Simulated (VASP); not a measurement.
# In3F (R-3c) in VASP: single point with PBE

Aim: the single point of In3F with PBE.

Everything below comes from runs of VASP 6.6.1. Logs are shortened: lines on timing, memory, paths and dates and some standing lists are left out, and cuts for length are marked.

**1. The cell of the first run**

Symmetry: R-3c, No. 167, trigonal system. Conventional cell: a = 6.747 Å, b = 6.747 Å, c = 16.516 Å, α = 90.00°, β = 90.00°, γ = 120.00°. Within 3.2 Å of In (site symmetry 2) lie 2 F at 2.39 Å. F (site symmetry -3) has 6 In at 2.39 Å within 3.2 Å.

The cell was built from a structure type or drawn by symmetry, and may not be a known phase.

**2. Single point, PBE, collinear spin**

INCAR reads:

```
ALGO = Normal
EDIFF = 1E-6
ENCUT = 520
GGA = PE
ISIF = 2
ISMEAR = 0
ISPIN = 2
LASPH = True
LCHARG = False
LORBIT = 11
LREAL = False
LWAVE = False
MAGMOM = 0 0 0 0 0 0 1 1
NBANDS = 60
NELM = 150
PREC = Accurate
SIGMA = 0.1
```

KPOINTS reads:

```
k-points
0
Gamma
  3 3 3
```

POSCAR reads:

```
In3F
1.0
    3.3735602100      1.9477258900      5.5054842800
   -3.3735602100      1.9477258900      5.5054842800
    0.0000000000     -3.8954517900      5.5054842800
In F
6 2
Direct
    0.7265845500      0.2500000000      0.7734154500
    0.2500000000      0.7734154500      0.7265845500
    0.7734154500      0.7265845500      0.2500000000
    0.2734154500      0.7500000000      0.2265845500
    0.7500000000      0.2265845500      0.2734154500
    0.2265845500      0.2734154500      0.7500000000
    0.5000000000      0.5000000000      0.5000000000
    0.0000000000      0.0000000000      0.0000000000
```

Potentials or basis: VASP PAW PBE potentials, release 64 (In_d, F).

Command:

```sh
$ cat potpaw_PBE.64/In_d/POTCAR potpaw_PBE.64/F/POTCAR > POTCAR
$ mpirun -np 1 vasp_std > vasp.out
```

OUTCAR:

```text
EDIFF = 1E-6
   ENCUT = 520
   GGA = PE
   ISIF = 2
   ISMEAR = 0
   ISPIN = 2
   LASPH = True
   LORBIT = 11
   LREAL = False
   NELM = 150
   PREC = Accurate

 ion  position               nearest neighbor table
   1  0.727  0.250  0.773-   7 2.39   8 2.39   6 3.38   6 3.38   5 3.38   5 3.38   3 3.38   3 3.38
                             2 3.38   2 3.38
   2  0.250  0.773  0.727-   8 2.39   7 2.39   6 3.38   6 3.38   4 3.38   4 3.38   3 3.38   3 3.38
                             1 3.38   1 3.38
   3  0.773  0.727  0.250-   7 2.39   8 2.39   4 3.38   5 3.38   5 3.38   4 3.38   1 3.38   2 3.38
                             2 3.38   1 3.38
   4  0.273  0.750  0.227-   7 2.39   8 2.39   3 3.38   3 3.38   2 3.38   2 3.38   6 3.38   6 3.38
                             5 3.38   5 3.38
   5  0.750  0.227  0.273-   8 2.39   7 2.39   3 3.38   3 3.38   1 3.38   1 3.38   6 3.38   6 3.38
                             4 3.38   4 3.38
   6  0.227  0.273  0.750-   7 2.39   8 2.39   2 3.38   1 3.38   2 3.38   1 3.38   5 3.38   4 3.38
                             4 3.38   5 3.38
   7  0.500  0.500  0.500-   3 2.39   6 2.39   4 2.39   1 2.39   5 2.39   2 2.39
   8  0.000  0.000  0.000-   3 2.39   6 2.39   5 2.39   2 2.39   1 2.39   4 2.39

  LATTYP: Found a trigonal (rhomboedric) cell.
 ALAT       =     6.7442495350
 COS(alpha) =     0.4995742305

  Lattice vectors:

 A1 = (   3.3735602100,   1.9477258900,   5.5054842800)
 A2 = (  -3.3735602100,   1.9477258900,   5.5054842800)
 A3 = (   0.0000000000,  -3.8954517900,   5.5054842800)

Analysis of symmetry for initial positions (statically):
=====================================================================
 Subroutine PRICEL returns:
 Original cell was already a primitive cell.

 Routine SETGRP: Setting up the symmetry group for a
 trigonal (rhombohedral) supercell.

 Subroutine GETGRP returns: Found 12 space group operations
 (whereof  6 operations were pure point group operations)
 out of a pool of 12 trial point group operations.

The static configuration has the point symmetry S_6 .
 The point group associated with its full space group is D_3d.

Analysis of symmetry for dynamics (positions and initial velocities):
=====================================================================
 Subroutine PRICEL returns:
 Original cell was already a primitive cell.

 Routine SETGRP: Setting up the symmetry group for a
 trigonal (rhombohedral) supercell.

 Subroutine GETGRP returns: Found 12 space group operations
 (whereof  6 operations were pure point group operations)
 out of a pool of 12 trial point group operations.

The dynamic configuration has the point symmetry S_6 .
 The point group associated with its full space group is D_3d.

Analysis of structural, dynamic, and magnetic symmetry:
=====================================================================
 Subroutine PRICEL returns:
 Original cell was already a primitive cell.

 Routine SETGRP: Setting up the symmetry group for a
 trigonal (rhombohedral) supercell.

 Subroutine GETGRP returns: Found 12 space group operations
 (whereof  6 operations were pure point group operations)
 out of a pool of 12 trial point group operations.

The overall configuration has the point symmetry S_6 .
 The point group associated with its full space group is D_3d.

 Subroutine INISYM returns: Found 12 space group operations
 (whereof  6 operations are pure point group operations),
 and found     1 'primitive' translations

----------------------------------------------------------------------------------------

                                     Primitive cell

  volume of cell :     217.0516

  direct lattice vectors                    reciprocal lattice vectors
     3.373560210  1.947725890  5.505484280     0.148211376  0.085569878  0.060545688
    -3.373560210  1.947725890  5.505484280    -0.148211376  0.085569878  0.060545688
     0.000000000 -3.895451790  5.505484280     0.000000000 -0.171139756  0.060545688

  length of vectors
     6.744249535  6.744249535  6.744249536     0.181534008  0.181534008  0.181534009

  position of ions in fractional coordinates (direct lattice)
     0.726584550  0.250000000  0.773415450
     0.250000000  0.773415450  0.726584550
     0.773415450  0.726584550  0.250000000
     0.273415450  0.750000000  0.226584550
     0.750000000  0.226584550  0.273415450
     0.226584550  0.273415450  0.750000000
     0.500000000  0.500000000  0.500000000
     0.000000000  0.000000000  0.000000000

  ion indices of the primitive-cell ions
   primitive index   ion index
                 1           1
                 2           2
                 3           3
                 4           4
                 5           5
                 6           6
                 7           7
                 8           8

----------------------------------------------------------------------------------------

 KPOINTS: k-points

Automatic generation of k-mesh.
 Grid dimensions read from file:
 generate k-points for:    3    3    3

 Generating k-lattice:

  Cartesian coordinates                     Fractional coordinates (reciprocal lattice)
     0.049403792  0.028523293  0.020181896     0.333333333  0.000000000 -0.000000000
    -0.049403792  0.028523293  0.020181896     0.000000000  0.333333333 -0.000000000
     0.000000000 -0.057046585  0.020181896    -0.000000000 -0.000000000  0.333333333

  Length of vectors
     0.060511336  0.060511336  0.060511336

  Shift w.r.t. Gamma in fractional coordinates (k-lattice)
     0.000000000  0.000000000  0.000000000

 Subroutine IBZKPT returns following result:
 ===========================================

 Found      6 irreducible k-points:

 Following reciprocal coordinates:
            Coordinates               Weight
  0.000000  0.000000  0.000000      1.000000
  0.333333 -0.000000  0.000000      6.000000
  0.333333  0.333333  0.000000      6.000000
 -0.333333  0.333333  0.000000      6.000000
  0.333333  0.333333  0.333333      2.000000
 -0.333333  0.333333  0.333333      6.000000
   k-points           NKPTS =      6   k-points in BZ     NKDIM =      6   number of bands    NBANDS=     60
   number of dos      NEDOS =    301   number of ions     NIONS =      8
   total plane-waves  NPLWV = 125000
   dimension x,y,z NGX =    50 NGY =   50 NGZ =   50
   dimension x,y,z NGXF=   100 NGYF=  100 NGZF=  100
   ions per type =               6   2
   NGX,Y,Z   is equivalent  to a cutoff of  12.33, 12.33, 12.33 a.u.
   NGXF,Y,Z  is equivalent  to a cutoff of  24.65, 24.65, 24.65 a.u.
 SYSTEM =  unknown system
   PREC   = accura    normal or accurate (medium, high low for compatibility)
   ISTART =      0    job   : 0-new  1-cont  2-samecut
   ICHARG =      2    charge: 1-file 2-atom 10-const
   ISPIN  =      2    spin polarized calculation?
   LNONCOLLINEAR =      F non collinear calculations
   LSORBIT =      F    spin-orbit coupling
   LASPH  =      T    aspherical Exc in radial PAW
   ENCUT  =  520.0 eV  38.22 Ry    6.18 a.u.  12.54 12.54 12.54*2*pi/ulx,y,z
   NELM   =    150;   NELMIN=  2; NELMDL= -5     # of ELM steps
   EDIFF  = 0.1E-05   stopping-criterion for ELM
   LREAL  =      F    real-space projection
   EDIFFG = 0.1E-04   stopping-criterion for IOM
   NSW    =      0    number of steps for IOM
   IBRION =     -1    ionic relax: 0-MD 1-quasi-New 2-CG
   NFREE  =      0    steps in history (QN), initial steepest desc. (CG)
   ISIF   =      2    stress and relaxation
   ISYM   =      2    0-nonsym 1-usesym 2-fastsym
   POTIM  = 0.5000    time-step for ionic-motion
   TEBEG  =    0.0;   TEEND  =   0.0 temperature during run
   PSTRESS=    0.0 pullay stress
   NELECT =      92.0000    total number of electrons
   NUPDOWN=      -1.0000    fix difference up-down
   EMIN   =  10.00;   EMAX   =-10.00  energy-range for DOS
   EFERMI =   0.00;   METHOD = LEGACY
   ISMEAR =     0;   SIGMA  =   0.10  broadening in eV -4-tet -1-fermi 0-gaus
   EFERMI_NEDOS =   21; number of points for ismear=-14 and -15
   IALGO  =     38    algorithm
   IMIX   =      4    mixing-type and parameters
     AMIX     =   0.40;   BMIX     =  1.00
     AMIX_MAG =   1.60;   BMIX_MAG =  1.00
  volume/ion in A,a.u.               =      27.13       183.09
  Fermi-wavevector in a.u.,A,eV,Ry     =   1.229749  2.323888 20.575848  1.512282
  Thomas-Fermi vector in A             =   2.364624
   LORBIT       =     11    0 simple, 1 ext, 2 COOP (PROOUT), +10 PAW based schemes
   GGA     = PE    functional components
   LHFCALC =     F    Hartree Fock is set to
   AEXX    =    0.0000 exact exchange contribution
   IVDW    =     0    specifies the selected vdW correction
   LEPSILON=     F    determine dielectric tensor
   LRPA    =     F    only Hartree local field effects (RPA)
 spin polarized calculation
 Gauss-broadening in eV      SIGMA  =   0.10
  energy-cutoff  :      520.00
  volume of cell :      217.05
 maximum number of plane-waves:      5852
 NGX is ok and might be reduce to    50
   NGX = 25   NGY = 25   NGZ = 25

 number of electron      92.0000002 magnetization      -0.0001120

 number of electron      92.0000002 magnetization       0.0000432

 Free energy of the ion-electron system (eV)
  ---------------------------------------------------
  ext. energy  EPLUGINS =         0.00000000
  ---------------------------------------------------
  free energy    TOTEN  =       -21.58151631 eV

  energy without entropy =      -21.56527904  energy(sigma->0) =      -21.57339767

 E-fermi :   4.9901     XC(G=0):  -9.0366

 val. band max:        4.9647215723   @ k =   0.0000   0.0000   0.0000
 cond. band min:       5.0911306719   @ k =  -0.3333   0.3333   0.0000
 fundamental gap:      0.1264090996
 Fermi energy:         4.9901395312

 spin component 1

 k-point     1 :       0.0000    0.0000    0.0000
  band No.  band energies     occupation
      1     -20.4609      1.00000
      2     -20.3543      1.00000
      3      -9.8978      1.00000
      4      -9.8978      1.00000
      5      -9.8897      1.00000
      6      -9.8333      1.00000
[... 355 lines left out ...]
     57       9.9619      0.00000
     58      10.5664      0.00000
 Fermi energy:         4.9901395312

 spin component 2

 k-point     1 :       0.0000    0.0000    0.0000
  band No.  band energies     occupation
      1     -20.4608      1.00000
      2     -20.3542      1.00000
      3      -9.8978      1.00000
      4      -9.8978      1.00000
      5      -9.8897      1.00000
      6      -9.8333      1.00000
[... 355 lines left out ...]
     57       9.9619      0.00000
     58      10.5664      0.00000
 [bands above 58 left out]

------------------------ aborting loop because EDIFF is reached ----------------------------------------

  FORCE on cell =-STRESS in cart. coord.  units (eV):
  Direction    XX          YY          ZZ          XY          YZ          ZX
  --------------------------------------------------------------------------------------
  -------------------------------------------------------------------------------------
  Total        9.7947750      9.7947750      9.7557823     -0.0000000     -0.0000000      0.0000000
  in kB       72.3006108     72.3006107     72.0127839     -0.0000000     -0.0000000      0.0000000
  external PRESSURE =      72.2046685 kB  Pullay stress =       0.0000000 kB

 VOLUME and BASIS-vectors are now :
 -----------------------------------------------------------------------------
  energy-cutoff  :      520.00
  volume of cell :      217.05
      direct lattice vectors                 reciprocal lattice vectors
     3.373560210  1.947725890  5.505484280     0.148211376  0.085569878  0.060545688
    -3.373560210  1.947725890  5.505484280    -0.148211376  0.085569878  0.060545688
     0.000000000 -3.895451790  5.505484280     0.000000000 -0.171139756  0.060545688

 POSITION                                       TOTAL-FORCE (eV/Angst)
 -----------------------------------------------------------------------------------
      1.60779     -1.11068      9.63460        -0.094733     -0.164082      0.000000
     -1.76577     -0.83704      9.63460        -0.094733      0.164082      0.000000
      0.15799      1.94773      9.63460         0.189466     -0.000000     -0.000000
     -1.60779      1.11068      6.88186         0.094733      0.164082      0.000000
      1.76577      0.83704      6.88186         0.094733     -0.164082      0.000000
     -0.15799     -1.94773      6.88186        -0.189466     -0.000000     -0.000000
      0.00000     -0.00000      8.25823         0.000000     -0.000000      0.000000
      0.00000      0.00000      0.00000         0.000000     -0.000000      0.000000
 -----------------------------------------------------------------------------------
    total drift:                               -0.000000     -0.000000      0.000000

  FREE ENERGIE OF THE ION-ELECTRON SYSTEM (eV)
  ---------------------------------------------------
  free  energy   TOTEN  =       -21.5815163066 eV

  energy  without entropy=      -21.5652790363  energy(sigma->0) =      -21.57339767

 total charge

# of ion       s       p       d       tot
------------------------------------------
    1        1.077   0.357   9.862  11.295
    2        1.077   0.357   9.862  11.295
    3        1.077   0.357   9.862  11.295
    4        1.077   0.357   9.862  11.295
    5        1.077   0.357   9.862  11.295
    6        1.077   0.357   9.862  11.295
    7        1.767   4.350   0.000   6.117
    8        1.767   4.350   0.000   6.117
--------------------------------------------------
tot          9.995  10.842  59.170  80.007

 magnetization (x)

# of ion       s       p       d       tot
------------------------------------------
    1        0.000   0.000  -0.000   0.000
    2        0.000   0.000  -0.000   0.000
    3        0.000   0.000  -0.000   0.000
    4        0.000   0.000  -0.000   0.000
    5        0.000   0.000  -0.000   0.000
    6        0.000   0.000  -0.000   0.000
    7        0.000   0.000   0.000   0.000
    8        0.000   0.000   0.000   0.000
--------------------------------------------------
tot          0.000   0.000  -0.000   0.000
```

Run time: 2.6 min. Hardware: 1 thread of AMD EPYC 7R13 (Zen 3), shared host; peak memory 0.45 GiB.

What came out:

| Quantity | Value |
| --- | --- |
| Free energy | -21.5815 eV |
| Pressure | 7.2 GPa |
| Largest force | 0.189 eV/Å |
| Band gap on the k mesh | zero (filled and empty bands overlap) |
| Net moment | 0.00 μB per cell |
| Valence electrons inside the program's atomic spheres | In 11.29; F 6.12 |

Forces on the atoms (eV/Å):
```
In  -0.095 -0.164  0.000
In  -0.095  0.164  0.000
In   0.189  0.000  0.000
In   0.095  0.164  0.000
In   0.095 -0.164  0.000
In  -0.189  0.000  0.000
F    0.000  0.000  0.000
F    0.000  0.000  0.000
```

Caveat: the k points lie up to 0.38 Å⁻¹ apart, too coarse for converged energies and pressures of a metal; spin-orbit coupling is left out, which moves the levels of the heavy elements.
